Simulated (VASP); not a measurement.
# Re (Fm-3m) in VASP: further runs

Re is run at these levels: PBE; tasks: single point.

All numbers are computed with VASP 6.6.1; they aren't measurements. Logs are shortened: lines on timing, memory, paths and dates and some standing lists are left out, and cuts for length are marked.

## Step 1: The cell of the first run

It takes space group Fm-3m (No. 225, cubic). The conventional cell has a = 3.916 Å, b = 3.916 Å, c = 3.916 Å, α = 90.00°, β = 90.00°, γ = 90.00°. Within 3.7 Å of Re (site symmetry m-3m) lie 12 Re at 2.77 Å.

## Step 2: Single point, PBE

INCAR reads:

```
  ALGO = Normal
  EDIFF = 1E-6
  ENCUT = 600
  GGA = PE
  GGA_COMPAT = False
  ISIF = 2
  ISMEAR = -1
  LASPH = True
  LCHARG = True
  LELF = True
  LREAL = False
  LVHAR = True
  LWAVE = False
  NBANDS = 10
  NELM = 120
  PREC = Accurate
  SIGMA = 0.1
```

KPOINTS reads:

```
k-points
0
Gamma
  4 4 4
```

POSCAR reads:

```
Re
1.0
   -1.9582209614      0.0000000000      1.9582209614
    0.0000000000      1.9582209614      1.9582209614
   -1.9582209614      1.9582209614      0.0000000000
Re
1
Direct
    0.0000000000      0.0000000000      0.0000000000
```

Potentials or basis: VASP PAW PBE potentials, release 64 (Re).

On the command line:

```bash
cat potpaw_PBE.64/Re/POTCAR > POTCAR
mpirun -np 1 vasp_std > vasp.out
```

OUTCAR:

```text
EDIFF = 1E-6
   ENCUT = 600
   GGA = PE
   ISIF = 2
   ISMEAR = -1
   LASPH = True
   LREAL = False
   NELM = 120
   PREC = Accurate

 ion  position               nearest neighbor table
   1  0.000  0.000  0.000-

  LATTYP: Found a face centered cubic cell.
 ALAT       =     3.9164419228

  Lattice vectors:

 A1 = (  -1.9582209614,   0.0000000000,   1.9582209614)
 A2 = (   0.0000000000,   1.9582209614,   1.9582209614)
 A3 = (  -1.9582209614,   1.9582209614,   0.0000000000)

Analysis of symmetry for initial positions (statically):
=====================================================================
 Subroutine PRICEL returns:
 Original cell was already a primitive cell.

 Routine SETGRP: Setting up the symmetry group for a
 face centered cubic supercell.

 Subroutine GETGRP returns: Found 48 space group operations
 (whereof 48 operations were pure point group operations)
 out of a pool of 48 trial point group operations.

The static configuration has the point symmetry O_h .

Analysis of symmetry for dynamics (positions and initial velocities):
=====================================================================
 Subroutine PRICEL returns:
 Original cell was already a primitive cell.

 Routine SETGRP: Setting up the symmetry group for a
 face centered cubic supercell.

 Subroutine GETGRP returns: Found 48 space group operations
 (whereof 48 operations were pure point group operations)
 out of a pool of 48 trial point group operations.

The dynamic configuration has the point symmetry O_h .

 Subroutine INISYM returns: Found 48 space group operations
 (whereof 48 operations are pure point group operations),
 and found     1 'primitive' translations

----------------------------------------------------------------------------------------

                                     Primitive cell

  volume of cell :      15.0181

  direct lattice vectors                    reciprocal lattice vectors
    -1.958220961  0.000000000  1.958220961    -0.255333800 -0.255333800  0.255333800
     0.000000000  1.958220961  1.958220961     0.255333800  0.255333800  0.255333800
    -1.958220961  1.958220961  0.000000000    -0.255333800  0.255333800 -0.255333800

  length of vectors
     2.769342642  2.769342642  2.769342642     0.442251115  0.442251115  0.442251115

  position of ions in fractional coordinates (direct lattice)
     0.000000000  0.000000000  0.000000000

  ion indices of the primitive-cell ions
   primitive index   ion index
                 1           1

----------------------------------------------------------------------------------------

 KPOINTS: k-points

Automatic generation of k-mesh.
 Grid dimensions read from file:
 generate k-points for:    4    4    4

 Generating k-lattice:

  Cartesian coordinates                     Fractional coordinates (reciprocal lattice)
    -0.063833450 -0.063833450  0.063833450     0.250000000  0.000000000  0.000000000
     0.063833450  0.063833450  0.063833450     0.000000000  0.250000000  0.000000000
    -0.063833450  0.063833450 -0.063833450     0.000000000  0.000000000  0.250000000

  Length of vectors
     0.110562779  0.110562779  0.110562779

  Shift w.r.t. Gamma in fractional coordinates (k-lattice)
     0.000000000  0.000000000  0.000000000

 Subroutine IBZKPT returns following result:
 ===========================================

 Found      8 irreducible k-points:

 Following reciprocal coordinates:
            Coordinates               Weight
  0.000000  0.000000  0.000000      1.000000
  0.250000  0.000000  0.000000      8.000000
  0.500000  0.000000  0.000000      4.000000
  0.250000  0.250000  0.000000      6.000000
  0.500000  0.250000  0.000000     24.000000
 -0.250000  0.250000  0.000000     12.000000
  0.500000  0.500000  0.000000      3.000000
 -0.250000  0.500000  0.250000      6.000000
   k-points           NKPTS =      8   k-points in BZ     NKDIM =      8   number of bands    NBANDS=     10
   number of dos      NEDOS =    301   number of ions     NIONS =      1
   total plane-waves  NPLWV =  13824
   dimension x,y,z NGX =    24 NGY =   24 NGZ =   24
   dimension x,y,z NGXF=    48 NGYF=   48 NGZF=   48
   ions per type =               1
   NGX,Y,Z   is equivalent  to a cutoff of  14.41, 14.41, 14.41 a.u.
   NGXF,Y,Z  is equivalent  to a cutoff of  28.81, 28.81, 28.81 a.u.
 SYSTEM =  unknown system
   PREC   = accura    normal or accurate (medium, high low for compatibility)
   ISTART =      0    job   : 0-new  1-cont  2-samecut
   ICHARG =      2    charge: 1-file 2-atom 10-const
   ISPIN  =      1    spin polarized calculation?
   LNONCOLLINEAR =      F non collinear calculations
   LSORBIT =      F    spin-orbit coupling
   LASPH  =      T    aspherical Exc in radial PAW
   ENCUT  =  600.0 eV  44.10 Ry    6.64 a.u.   5.53  5.53  5.53*2*pi/ulx,y,z
   NELM   =    120;   NELMIN=  2; NELMDL= -5     # of ELM steps
   EDIFF  = 0.1E-05   stopping-criterion for ELM
   LREAL  =      F    real-space projection
   EDIFFG = 0.1E-04   stopping-criterion for IOM
   NSW    =      0    number of steps for IOM
   IBRION =     -1    ionic relax: 0-MD 1-quasi-New 2-CG
   NFREE  =      0    steps in history (QN), initial steepest desc. (CG)
   ISIF   =      2    stress and relaxation
   ISYM   =      2    0-nonsym 1-usesym 2-fastsym
   POTIM  = 0.5000    time-step for ionic-motion
   TEBEG  =    0.0;   TEEND  =   0.0 temperature during run
   PSTRESS=    0.0 pullay stress
   NELECT =       7.0000    total number of electrons
   NUPDOWN=      -1.0000    fix difference up-down
   EMIN   =  10.00;   EMAX   =-10.00  energy-range for DOS
   EFERMI =   0.00;   METHOD = LEGACY
   ISMEAR =    -1;   SIGMA  =   0.10  broadening in eV -4-tet -1-fermi 0-gaus
   EFERMI_NEDOS =   21; number of points for ismear=-14 and -15
   IALGO  =     38    algorithm
   IMIX   =      4    mixing-type and parameters
     AMIX     =   0.40;   BMIX     =  1.00
     AMIX_MAG =   1.60;   BMIX_MAG =  1.00
  volume/ion in A,a.u.               =      15.02       101.35
  Fermi-wavevector in a.u.,A,eV,Ry     =   1.269314  2.398656 21.921144  1.611159
  Thomas-Fermi vector in A             =   2.402362
   LORBIT       =      0    0 simple, 1 ext, 2 COOP (PROOUT), +10 PAW based schemes
   GGA     = PE    functional components
   LHFCALC =     F    Hartree Fock is set to
   AEXX    =    0.0000 exact exchange contribution
   IVDW    =     0    specifies the selected vdW correction
   LEPSILON=     F    determine dielectric tensor
   LRPA    =     F    only Hartree local field effects (RPA)
 non-spin polarized calculation
  energy-cutoff  :      600.00
  volume of cell :       15.02
 maximum number of plane-waves:       531
 NGX is ok and might be reduce to    24
   NGX = 11   NGY = 11   NGZ = 11

 number of electron       7.0000001 magnetization

 Free energy of the ion-electron system (eV)
  ---------------------------------------------------
  ext. energy  EPLUGINS =         0.00000000
  ---------------------------------------------------
  free energy    TOTEN  =       -12.19913007 eV

  energy without entropy =      -12.11385610  energy(sigma->0) =      -12.15649308

 E-fermi :   8.0720     XC(G=0): -13.6116

 val. band max:        7.5693540095   @ k =  -0.2500   0.2500   0.0000
 cond. band min:       8.0986728548   @ k =   0.5000   0.0000   0.0000
 fundamental gap:      0.5293188453
 Fermi energy:         8.0719894706

 k-point     1 :       0.0000    0.0000    0.0000
  band No.  band energies     occupation
      1      -2.0909      2.00000
      2       6.0518      2.00000
      3       6.0518      2.00000
      4       6.0518      2.00000
      5       9.1657      0.00004
      6       9.1657      0.00004
      7      21.7431      0.00000
      8      27.3493      0.00000
      9      27.3493      0.00000
     10      27.3493      0.00000

 k-point     2 :       0.2500    0.0000    0.0000
  band No.  band energies     occupation
      1       0.1797      2.00000
      2       5.2270      2.00000
      3       6.5164      2.00000
      4       6.5164      2.00000
      5       9.3080      0.00001
      6       9.3080      0.00001
      7      21.7535      0.00000
      8      25.3371      0.00000
      9      31.8082      0.00000
     10      31.8383      0.00000

 k-point     3 :       0.5000    0.0000    0.0000
  band No.  band energies     occupation
      1       1.1625      2.00000
      2       5.8616      2.00000
      3       5.8616      2.00000
      4       8.0987      0.86737
      5      11.6338      0.00000
      6      11.6338      0.00000
      7      17.5951      0.00000
      8      21.2821      0.00000
      9      27.7853      0.00000
     10      27.7853      0.00000

 k-point     4 :       0.2500    0.2500    0.0000
  band No.  band energies     occupation
      1       0.9433      2.00000
      2       3.7361      2.00000
      3       6.7010      2.00000
      4       8.2717      0.23892
      5       8.2717      0.23892
      6      10.2732      0.00000
      7      26.0611      0.00000
      8      26.7822      0.00000
      9      26.7822      0.00000
     10      27.7685      0.00000

 k-point     5 :       0.5000    0.2500    0.0000
  band No.  band energies     occupation
      1       2.4459      2.00000
      2       3.8814      2.00000
      3       5.9348      2.00000
      4       8.1268      0.73253
      5      11.8403      0.00000
      6      13.9595      0.00000
      7      17.5811      0.00000
      8      24.2897      0.00000
      9      25.0721      0.00000
     10      28.3480      0.00000

 k-point     6 :      -0.2500    0.2500    0.0000
  band No.  band energies     occupation
      1       2.9176      2.00000
      2       4.6577      2.00000
      3       4.9609      2.00000
      4       7.5694      1.98696
      5       8.9115      0.00045
      6      13.4302      0.00000
      7      20.7438      0.00000
      8      24.1532      0.00000
      9      25.7358      0.00000
     10      30.3408      0.00000

 k-point     7 :       0.5000    0.5000    0.0000
  band No.  band energies     occupation
      1       1.2734      2.00000
      2       2.0992      2.00000
      3      10.6042      0.00000
      4      11.5960      0.00000
      5      12.3493      0.00000
      6      12.3493      0.00000
      7      20.0231      0.00000
      8      20.0231      0.00000
      9      20.5996      0.00000
     10      29.9367      0.00000

 k-point     8 :      -0.2500    0.5000    0.2500
  band No.  band energies     occupation
      1       3.0672      2.00000
      2       4.7468      2.00000
      3       4.7468      2.00000
      4       8.1327      0.70560
      5      12.3578      0.00000
      6      17.8605      0.00000
      7      18.4197      0.00000
      8      18.4197      0.00000
      9      23.0488      0.00000
     10      33.8876      0.00000

------------------------ aborting loop because EDIFF is reached ----------------------------------------

  FORCE on cell =-STRESS in cart. coord.  units (eV):
  Direction    XX          YY          ZZ          XY          YZ          ZX
  --------------------------------------------------------------------------------------
  -------------------------------------------------------------------------------------
  Total        0.2096309      0.2096309      0.2096309      0.0000000      0.0000000      0.0000000
  in kB       22.3640668     22.3640668     22.3640668      0.0000000      0.0000000      0.0000000
  external PRESSURE =      22.3640668 kB  Pullay stress =       0.0000000 kB

 VOLUME and BASIS-vectors are now :
 -----------------------------------------------------------------------------
  energy-cutoff  :      600.00
  volume of cell :       15.02
      direct lattice vectors                 reciprocal lattice vectors
    -1.958220961  0.000000000  1.958220961    -0.255333800 -0.255333800  0.255333800
     0.000000000  1.958220961  1.958220961     0.255333800  0.255333800  0.255333800
    -1.958220961  1.958220961  0.000000000    -0.255333800  0.255333800 -0.255333800

 POSITION                                       TOTAL-FORCE (eV/Angst)
 -----------------------------------------------------------------------------------
      0.00000      0.00000      0.00000         0.000000      0.000000      0.000000
 -----------------------------------------------------------------------------------
    total drift:                               -0.000000     -0.000000      0.000000

  FREE ENERGIE OF THE ION-ELECTRON SYSTEM (eV)
  ---------------------------------------------------
  free  energy   TOTEN  =       -12.1991300705 eV

  energy  without entropy=      -12.1138560959  energy(sigma->0) =      -12.15649308
```

Run time: 4 s. Hardware: 1 thread of Intel Xeon 6975P-C (Granite Rapids), shared host; peak memory 0.13 GiB.

What came out:

```yaml
Free_energy: -12.1991 eV
Pressure: 2.2 GPa
```

Levels at points of the mesh, in eV from the Fermi level:
```
           k point  band 1  band 2  band 3  band 4  band 5  band 6
(0.00, 0.00, 0.00)  -10.16   -2.02   -2.02   -2.02    1.09    1.09
(0.50, 0.00, 0.00)   -6.91   -2.21   -2.21    0.03    3.56    3.56
(0.50, 0.50, 0.00)   -6.80   -5.97    2.53    3.52    4.28    4.28
```

Caveat: the k points lie up to 0.69 Å⁻¹ apart; spin-orbit coupling is left out, which moves the levels of the heavy elements.

(Continued in part 2 of 2.)
